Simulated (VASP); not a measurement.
# Cu3N (Pm-3m) in VASP: notebook

Runs on Cu3N. Level: PBE. Tasks: single point.

Everything below comes from runs of VASP 6.6.1. Logs are shortened: lines on timing, memory, paths and dates and some standing lists are left out, and cuts for length are marked.

## Step 1: The cell of the first run

The structure is cubic, space group Pm-3m (No. 221). The conventional cell has a = 3.807 Å, b = 3.807 Å, c = 3.807 Å, α = 90.00°, β = 90.00°, γ = 90.00°. Within 2.5 Å of Cu (site symmetry 4/mmm) lie 2 N at 1.90 Å. Within 2.5 Å of N (site symmetry m-3m) lie 6 Cu at 1.90 Å.

## Step 2: Single point, PBE

The input, INCAR:

```
SYSTEM = Cu3N
ALGO = Normal
EDIFF = 1E-6
ENCUT = 600
GGA = PE
GGA_COMPAT = .False.
ISIF = 2
ISMEAR = 0
LASPH = .True.
LCHARG = .False.
LREAL = .False.
LWAVE = .False.
NBANDS = 27
NELM = 120
PREC = Accurate
SIGMA = 0.1
```

The input, KPOINTS:

```
k-points
0
Gamma
  6 6 6
  0 0 0
```

The input, POSCAR:

```
Cu3N
1.0
    3.8070000000      0.0000000000      0.0000000000
    0.0000000000      3.8070000000      0.0000000000
    0.0000000000      0.0000000000      3.8070000000
Cu N
3 1
Direct
    0.5000000000      0.0000000000      0.0000000000
    0.0000000000      0.5000000000      0.0000000000
    0.0000000000      0.0000000000      0.5000000000
    0.0000000000      0.0000000000      0.0000000000
```

Potentials or basis: VASP PAW PBE potentials, release 64 (Cu, N).

On the command line:

```console
> cat potpaw_PBE.64/Cu/POTCAR potpaw_PBE.64/N/POTCAR > POTCAR
> mpirun -np 1 vasp_std > vasp.out
```

OUTCAR:

```text
SYSTEM = Cu3N
   EDIFF = 1E-6
   ENCUT = 600
   GGA = PE
   ISIF = 2
   ISMEAR = 0
   LASPH = .True.
   LREAL = .False.
   NELM = 120
   PREC = Accurate

 ion  position               nearest neighbor table
   1  0.500  0.000  0.000-   4 1.90   4 1.90   2 2.69   3 2.69   2 2.69   2 2.69   3 2.69   3 2.69
                             3 2.69   2 2.69
   2  0.000  0.500  0.000-   4 1.90   4 1.90   1 2.69   3 2.69   1 2.69   3 2.69   3 2.69   3 2.69
                             1 2.69   1 2.69
   3  0.000  0.000  0.500-   4 1.90   4 1.90   1 2.69   1 2.69   2 2.69   2 2.69   2 2.69   2 2.69
                             1 2.69   1 2.69
   4  0.000  0.000  0.000-   1 1.90   2 1.90   3 1.90   3 1.90   2 1.90   1 1.90

  LATTYP: Found a simple cubic cell.
 ALAT       =     3.8070000000

  Lattice vectors:

 A1 = (   3.8070000000,   0.0000000000,   0.0000000000)
 A2 = (   0.0000000000,   3.8070000000,   0.0000000000)
 A3 = (   0.0000000000,   0.0000000000,   3.8070000000)

Analysis of symmetry for initial positions (statically):
=====================================================================
 Subroutine PRICEL returns:
 Original cell was already a primitive cell.

 Routine SETGRP: Setting up the symmetry group for a
 simple cubic supercell.

 Subroutine GETGRP returns: Found 48 space group operations
 (whereof 48 operations were pure point group operations)
 out of a pool of 48 trial point group operations.

The static configuration has the point symmetry O_h .

Analysis of symmetry for dynamics (positions and initial velocities):
=====================================================================
 Subroutine PRICEL returns:
 Original cell was already a primitive cell.

 Routine SETGRP: Setting up the symmetry group for a
 simple cubic supercell.

 Subroutine GETGRP returns: Found 48 space group operations
 (whereof 48 operations were pure point group operations)
 out of a pool of 48 trial point group operations.

The dynamic configuration has the point symmetry O_h .

 Subroutine INISYM returns: Found 48 space group operations
 (whereof 48 operations are pure point group operations),
 and found     1 'primitive' translations

----------------------------------------------------------------------------------------

                                     Primitive cell

  volume of cell :      55.1758

  direct lattice vectors                    reciprocal lattice vectors
     3.807000000  0.000000000  0.000000000     0.262674022  0.000000000  0.000000000
     0.000000000  3.807000000  0.000000000     0.000000000  0.262674022  0.000000000
     0.000000000  0.000000000  3.807000000     0.000000000  0.000000000  0.262674022

  length of vectors
     3.807000000  3.807000000  3.807000000     0.262674022  0.262674022  0.262674022

  position of ions in fractional coordinates (direct lattice)
     0.500000000  0.000000000  0.000000000
     0.000000000  0.500000000  0.000000000
     0.000000000  0.000000000  0.500000000
     0.000000000  0.000000000  0.000000000

  ion indices of the primitive-cell ions
   primitive index   ion index
                 1           1
                 2           2
                 3           3
                 4           4

----------------------------------------------------------------------------------------

 KPOINTS: k-points

Automatic generation of k-mesh.
 Grid dimensions read from file:
 generate k-points for:    6    6    6

 Generating k-lattice:

  Cartesian coordinates                     Fractional coordinates (reciprocal lattice)
     0.043779004  0.000000000  0.000000000     0.166666667  0.000000000  0.000000000
     0.000000000  0.043779004  0.000000000     0.000000000  0.166666667  0.000000000
     0.000000000  0.000000000  0.043779004     0.000000000  0.000000000  0.166666667

  Length of vectors
     0.043779004  0.043779004  0.043779004

  Shift w.r.t. Gamma in fractional coordinates (k-lattice)
     0.000000000  0.000000000  0.000000000

 Subroutine IBZKPT returns following result:
 ===========================================

 Found     20 irreducible k-points:

 Following reciprocal coordinates:
            Coordinates               Weight
  0.000000  0.000000  0.000000      1.000000
  0.166667  0.000000  0.000000      6.000000
  0.333333  0.000000  0.000000      6.000000
  0.500000  0.000000  0.000000      3.000000
  0.166667  0.166667  0.000000     12.000000
  0.333333  0.166667  0.000000     24.000000
[... 12 lines left out ...]
  0.500000  0.500000  0.333333      6.000000
  0.500000  0.500000  0.500000      1.000000
   k-points           NKPTS =     20   k-points in BZ     NKDIM =     20   number of bands    NBANDS=     27
   number of dos      NEDOS =    301   number of ions     NIONS =      4
   total plane-waves  NPLWV =  27000
   dimension x,y,z NGX =    30 NGY =   30 NGZ =   30
   dimension x,y,z NGXF=    60 NGYF=   60 NGZF=   60
   ions per type =               3   1
   NGX,Y,Z   is equivalent  to a cutoff of  13.10, 13.10, 13.10 a.u.
   NGXF,Y,Z  is equivalent  to a cutoff of  26.20, 26.20, 26.20 a.u.
 SYSTEM =  Cu3N
   PREC   = accura    normal or accurate (medium, high low for compatibility)
   ISTART =      0    job   : 0-new  1-cont  2-samecut
   ICHARG =      2    charge: 1-file 2-atom 10-const
   ISPIN  =      1    spin polarized calculation?
   LNONCOLLINEAR =      F non collinear calculations
   LSORBIT =      F    spin-orbit coupling
   LASPH  =      T    aspherical Exc in radial PAW
   ENCUT  =  600.0 eV  44.10 Ry    6.64 a.u.   7.60  7.60  7.60*2*pi/ulx,y,z
   NELM   =    120;   NELMIN=  2; NELMDL= -5     # of ELM steps
   EDIFF  = 0.1E-05   stopping-criterion for ELM
   LREAL  =      F    real-space projection
   EDIFFG = 0.1E-04   stopping-criterion for IOM
   NSW    =      0    number of steps for IOM
   IBRION =     -1    ionic relax: 0-MD 1-quasi-New 2-CG
   NFREE  =      0    steps in history (QN), initial steepest desc. (CG)
   ISIF   =      2    stress and relaxation
   ISYM   =      2    0-nonsym 1-usesym 2-fastsym
   POTIM  = 0.5000    time-step for ionic-motion
   TEBEG  =    0.0;   TEEND  =   0.0 temperature during run
   PSTRESS=    0.0 pullay stress
   NELECT =      38.0000    total number of electrons
   NUPDOWN=      -1.0000    fix difference up-down
   EMIN   =  10.00;   EMAX   =-10.00  energy-range for DOS
   EFERMI =   0.00;   METHOD = LEGACY
   ISMEAR =     0;   SIGMA  =   0.10  broadening in eV -4-tet -1-fermi 0-gaus
   EFERMI_NEDOS =   21; number of points for ismear=-14 and -15
   IALGO  =     38    algorithm
   IMIX   =      4    mixing-type and parameters
     AMIX     =   0.40;   BMIX     =  1.00
     AMIX_MAG =   1.60;   BMIX_MAG =  1.00
  volume/ion in A,a.u.               =      13.79        93.09
  Fermi-wavevector in a.u.,A,eV,Ry     =   1.445728  2.732029 28.437924  2.090128
  Thomas-Fermi vector in A             =   2.563877
   LORBIT       =      0    0 simple, 1 ext, 2 COOP (PROOUT), +10 PAW based schemes
   GGA     = PE    functional components
   LHFCALC =     F    Hartree Fock is set to
   AEXX    =    0.0000 exact exchange contribution
   IVDW    =     0    specifies the selected vdW correction
   LEPSILON=     F    determine dielectric tensor
   LRPA    =     F    only Hartree local field effects (RPA)
 non-spin polarized calculation
 Gauss-broadening in eV      SIGMA  =   0.10
  energy-cutoff  :      600.00
  volume of cell :       55.18
 maximum number of plane-waves:      1856
   NGX = 15   NGY = 15   NGZ = 15

 number of electron      37.9999955 magnetization

 Free energy of the ion-electron system (eV)
  ---------------------------------------------------
  ext. energy  EPLUGINS =         0.00000000
  ---------------------------------------------------
  free energy    TOTEN  =       -18.37406502 eV

  energy without entropy =      -18.37338806  energy(sigma->0) =      -18.37372654

 E-fermi :   5.0766     XC(G=0): -10.8185

 val. band max:        4.9826873962   @ k =   0.5000   0.5000   0.5000
 cond. band min:       5.1708877247   @ k =   0.5000   0.5000   0.0000
 fundamental gap:      0.1882003286
 Fermi energy:         5.0766131054

 k-point     1 :       0.0000    0.0000    0.0000
  band No.  band energies     occupation
      1     -11.8892      2.00000
      2      -0.2922      2.00000
      3       0.1895      2.00000
      4       0.1895      2.00000
      5       0.1895      2.00000
      6       1.0979      2.00000
[... 19 lines left out ...]
     26      17.2599      0.00000
     27      17.2603      0.00000

 k-point     2 :       0.1667    0.0000    0.0000
  band No.  band energies     occupation
      1     -11.7909      2.00000
      2      -0.8506      2.00000
      3      -0.0719      2.00000
      4      -0.0719      2.00000
      5       0.0809      2.00000
      6       1.1258      2.00000
[... 19 lines left out ...]
     26      15.8498      0.00000
     27      16.2018      0.00000

 k-point     3 :       0.3333    0.0000    0.0000
  band No.  band energies     occupation
      1     -11.5799      2.00000
      2      -2.0303      2.00000
      3      -0.4033      2.00000
      4      -0.4033      2.00000
      5       0.5919      2.00000
      6       1.1853      2.00000
[... 19 lines left out ...]
     26      14.8328      0.00000
     27      14.8342      0.00000

 k-point     4 :       0.5000    0.0000    0.0000
  band No.  band energies     occupation
      1     -11.4659      2.00000
      2      -2.5259      2.00000
      3      -0.5299      2.00000
      4      -0.5299      2.00000
      5       1.0915      2.00000
      6       1.2173      2.00000
[... 19 lines left out ...]
     26      14.2560      0.00000
     27      14.2560      0.00000
[... 396 lines left out ...]
      4      -2.3155      2.00000
      5       1.4906      2.00000
      6       1.8274      2.00000
[... 19 lines left out ...]
     26      13.2134      0.00000
     27      17.6730      0.00000

 k-point    19 :       0.5000    0.5000    0.3333
  band No.  band energies     occupation
      1     -10.7040      2.00000
      2      -2.7597      2.00000
      3      -2.7597      2.00000
      4      -2.3856      2.00000
      5       1.4294      2.00000
      6       1.9267      2.00000
[... 19 lines left out ...]
     26      13.0046      0.00000
     27      16.8431      0.00000

 k-point    20 :       0.5000    0.5000    0.5000
  band No.  band energies     occupation
      1     -10.5813      2.00000
      2      -2.7994      2.00000
      3      -2.7994      2.00000
      4      -2.7994      2.00000
      5       1.3517      2.00000
      6       1.9723      2.00000
[... 19 lines left out ...]
     26      13.0365      0.00000
     27      15.7192      0.00000

------------------------ aborting loop because EDIFF is reached ----------------------------------------

  FORCE on cell =-STRESS in cart. coord.  units (eV):
  Direction    XX          YY          ZZ          XY          YZ          ZX
  --------------------------------------------------------------------------------------
  -------------------------------------------------------------------------------------
  Total        0.9719840      0.9719840      0.9719840      0.0000000      0.0000000     -0.0000000
  in kB       28.2241615     28.2241615     28.2241615      0.0000000      0.0000000     -0.0000000
  external PRESSURE =      28.2241615 kB  Pullay stress =       0.0000000 kB

 VOLUME and BASIS-vectors are now :
 -----------------------------------------------------------------------------
  energy-cutoff  :      600.00
  volume of cell :       55.18
      direct lattice vectors                 reciprocal lattice vectors
     3.807000000  0.000000000  0.000000000     0.262674022  0.000000000  0.000000000
     0.000000000  3.807000000  0.000000000     0.000000000  0.262674022  0.000000000
     0.000000000  0.000000000  3.807000000     0.000000000  0.000000000  0.262674022

 POSITION                                       TOTAL-FORCE (eV/Angst)
 -----------------------------------------------------------------------------------
      1.90350      0.00000      0.00000         0.000000      0.000000      0.000000
      0.00000      1.90350      0.00000         0.000000      0.000000      0.000000
      0.00000      0.00000      1.90350         0.000000      0.000000      0.000000
      0.00000      0.00000      0.00000         0.000000      0.000000      0.000000
 -----------------------------------------------------------------------------------
    total drift:                                0.000000      0.000000      0.000000

  FREE ENERGIE OF THE ION-ELECTRON SYSTEM (eV)
  ---------------------------------------------------
  free  energy   TOTEN  =       -18.3740650171 eV

  energy  without entropy=      -18.3733880594  energy(sigma->0) =      -18.37372654
```

It took 32 s on 1 thread of Intel Xeon Platinum 8259CL at 2.50GHz (Skylake/Cascade Lake), shared host; peak memory 0.18 GiB.

What came out:

| Item | Value |
| --- | --- |
| Free energy | -18.3741 eV |
| Pressure | 2.8 GPa |
| Band gap on the k mesh | 0.19 eV, indirect (least direct gap 0.74 eV) |

Levels at points of the mesh, in eV from the valence-band top:
| k point | band 15 | band 16 | band 17 | band 18 | band 19 | band 20 | band 21 | band 22 | band 23 | band 24 |
| --- | --- | --- | --- | --- | --- | --- | --- | --- | --- | --- |
| (0.00, 0.00, 0.00) | -2.37 | -1.83 | -1.83 | -1.83 | -1.80 | 1.01 | 5.31 | 5.31 | 6.61 | 6.61 |
| (0.50, 0.00, 0.00) | -2.36 | -2.19 | -1.83 | -1.41 | -1.41 | 1.59 | 3.34 | 6.81 | 7.22 | 7.22 |
| (0.50, 0.50, 0.00) | -2.41 | -2.15 | -1.07 | -1.07 | -0.69 | 0.19 | 3.59 | 4.84 | 4.84 | 8.21 |
| (0.50, 0.50, 0.50) | -1.88 | -1.88 | 0.00 | 0.00 | 0.00 | 0.81 | 0.81 | 0.81 | 6.14 | 8.05 |

## Step 3: Single point, PBE (volume scaled by 0.88)

The input, INCAR:

```
PREC = Accurate
ENCUT = 600
EDIFF = 1E-6
ISMEAR = 0
SIGMA = 0.01
LREAL = False
LASPH = True
NELM = 120
ALGO = Normal
ISIF = 2
LWAVE = False
LCHARG = False
GGA = PE
NBANDS = 27
GGA_COMPAT = False
```

The input, KPOINTS:

```
Automatic mesh
0
Gamma
  10 10 10
```

The input, POSCAR:

```
Cu3N
1.0
    3.6676311026      0.0000000000      0.0000000000
    0.0000000000      3.6676311026      0.0000000000
    0.0000000000      0.0000000000      3.6676311026
Cu N
3 1
Direct
    0.5000000000      0.0000000000      0.0000000000
    0.0000000000      0.5000000000      0.0000000000
    0.0000000000      0.0000000000      0.5000000000
    0.0000000000      0.0000000000      0.0000000000
```

Potentials or basis: VASP PAW PBE potentials, release 64 (Cu, N).

On the command line:

```console
> cat potpaw_PBE.64/Cu/POTCAR potpaw_PBE.64/N/POTCAR > POTCAR
> mpirun -np 1 vasp_std > vasp.out
```

OUTCAR:

```text
PREC = Accurate
   ENCUT = 600
   EDIFF = 1E-6
   ISMEAR = 0
   LREAL = False
   LASPH = True
   NELM = 120
   ISIF = 2
   GGA = PE

 ion  position               nearest neighbor table
   1  0.500  0.000  0.000-   4 1.83   4 1.83   2 2.59   3 2.59   2 2.59   2 2.59   3 2.59   3 2.59
                             3 2.59   2 2.59
   2  0.000  0.500  0.000-   4 1.83   4 1.83   1 2.59   3 2.59   1 2.59   3 2.59   3 2.59   3 2.59
                             1 2.59   1 2.59
   3  0.000  0.000  0.500-   4 1.83   4 1.83   1 2.59   1 2.59   2 2.59   2 2.59   2 2.59   2 2.59
                             1 2.59   1 2.59
   4  0.000  0.000  0.000-   1 1.83   2 1.83   3 1.83   3 1.83   2 1.83   1 1.83

  LATTYP: Found a simple cubic cell.
 ALAT       =     3.6676311026

  Lattice vectors:

 A1 = (   3.6676311026,   0.0000000000,   0.0000000000)
 A2 = (   0.0000000000,   3.6676311026,   0.0000000000)
 A3 = (   0.0000000000,   0.0000000000,   3.6676311026)

Analysis of symmetry for initial positions (statically):
=====================================================================
 Subroutine PRICEL returns:
 Original cell was already a primitive cell.
[... 169 lines left out ...]
  ext. energy  EPLUGINS =         0.00000000
  ---------------------------------------------------
  free energy    TOTEN  =       -17.98830735 eV

  energy without entropy =      -17.98822574  energy(sigma->0) =      -17.98826654

 E-fermi :   6.2240     XC(G=0): -11.4192

 val. band max:        6.2182149223   @ k =   0.5000   0.4000   0.4000
 cond. band min:       6.2255089148   @ k =   0.5000   0.5000   0.4000
 fundamental gap:      0.0072939925
 Fermi energy:         6.2239835941

 k-point     1 :       0.0000    0.0000    0.0000
  band No.  band energies     occupation
      1     -11.7211      2.00000
      2       0.2000      2.00000
      3       0.7818      2.00000
      4       0.7818      2.00000
      5       0.7818      2.00000
      6       1.6770      2.00000
[... 709 lines left out ...]
     26      16.0347      0.00000
     27      17.2577      0.00000

 [... further k-points ...]
[... 5 lines left out ...]
  --------------------------------------------------------------------------------------
  -------------------------------------------------------------------------------------
  Total        6.4208181      6.4208181      6.4208181     -0.0000000      0.0000000      0.0000000
  in kB      208.5182188    208.5182188    208.5182188     -0.0000000      0.0000000      0.0000000
  external PRESSURE =     208.5182188 kB  Pullay stress =       0.0000000 kB

 VOLUME and BASIS-vectors are now :
 -----------------------------------------------------------------------------
  energy-cutoff  :      600.00
  volume of cell :       49.34
      direct lattice vectors                 reciprocal lattice vectors
     3.667631103  0.000000000  0.000000000     0.272655557  0.000000000  0.000000000
     0.000000000  3.667631103  0.000000000     0.000000000  0.272655557  0.000000000
     0.000000000  0.000000000  3.667631103     0.000000000  0.000000000  0.272655557

 POSITION                                       TOTAL-FORCE (eV/Angst)
 -----------------------------------------------------------------------------------
      1.83382      0.00000      0.00000         0.000000      0.000000      0.000000
      0.00000      1.83382      0.00000         0.000000      0.000000      0.000000
      0.00000      0.00000      1.83382         0.000000      0.000000      0.000000
      0.00000      0.00000      0.00000         0.000000      0.000000      0.000000
 -----------------------------------------------------------------------------------
    total drift:                                0.000000      0.000000      0.000000

  FREE ENERGIE OF THE ION-ELECTRON SYSTEM (eV)
  ---------------------------------------------------
  free  energy   TOTEN  =       -17.9883073500 eV

  energy  without entropy=      -17.9882257384  energy(sigma->0) =      -17.98826654
```

It took 34 s on 1 thread of Intel Xeon 6975P-C (Granite Rapids), shared host; peak memory 0.21 GiB.

What came out:

```yaml
Free_energy: -17.9883 eV
Pressure: 20.9 GPa
Band_gap_on_the_k_mesh: zero (band 19 reaches 6.29 eV, above the bottom of band 20 at 6.10 eV)
```

(Continued in part 2 of 2.)
